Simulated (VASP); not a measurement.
Write the native input for VASP 6.6.1 that does the following.

* Task: single point
* Functional: LDA
* Potentials or basis: VASP PAW LDA potentials, release 64 (Co, O)
* Cutoff: 520 eV
* k mesh: 12 × 12 × 12
* Occupations: gaussian, width 0.02 eV
* Spin: collinear spin, antiferromagnetic start
* Starting moments: [-2.51, 2.51, -0.13, 0.13] μB
* Dipole correction: no
* Further INCAR settings: ALGO = Normal; EDIFF = 1e-06; NBANDS = 27

The structure of CoO lies in POSCAR:

```
CoO
1.0
    1.6022198417      0.9250420569      5.1329417806
   -1.6022198417      0.9250420569      5.1329417806
    0.0000000000     -1.8500841138      5.1329417806
Co O
2 2
Direct
    0.9994877300      0.9994877300      0.9994877300
    0.4994905900      0.4994905900      0.4994905900
    0.3754955300      0.3754955300      0.3754955300
    0.8755255000      0.8755255000      0.8755255000
```

One way to write it, as run:

INCAR

```
PREC = Accurate
ENCUT = 520
EDIFF = 1E-6
ISMEAR = 0
SIGMA = 0.02
LREAL = F
LASPH = T
NELM = 150
ALGO = Normal
ISIF = 2
LWAVE = F
LCHARG = F
ISPIN = 2
MAGMOM = -2.51 2.51 -0.13 0.13
LORBIT = 11
LMAXMIX = 4
NBANDS = 27
```

KPOINTS

```
regular mesh
0
Gamma
  12 12 12
```

Potentials or basis: VASP PAW LDA potentials, release 64 (Co, O).

Command:

```console
$ cat potpaw_LDA.64/Co/POTCAR potpaw_LDA.64/O/POTCAR > POTCAR
$ mpirun -np 1 vasp_std > vasp.out
```

It gave:

```yaml
Pressure: -18.8 GPa
Largest_force: 0.038 eV/Å
Band_gap_on_the_k_mesh: zero (filled and empty bands overlap)
Net_moment: 0.00 μB per cell
Site_moments: Co -1.98, +1.98; O -0.14, +0.14 μB
Valence_electrons_inside_the_program's_atomic_spheres: Co 8.04; O 4.93
```

Caveat: semilocal functionals often make such compounds metallic where correlation or magnetic order opens a gap, which also shifts bond lengths.

Run time: 13 min on 1 thread of Intel(R) Xeon(R) Platinum 8559C (Emerald Rapids), on a shared host, peak memory 0.45 GiB.
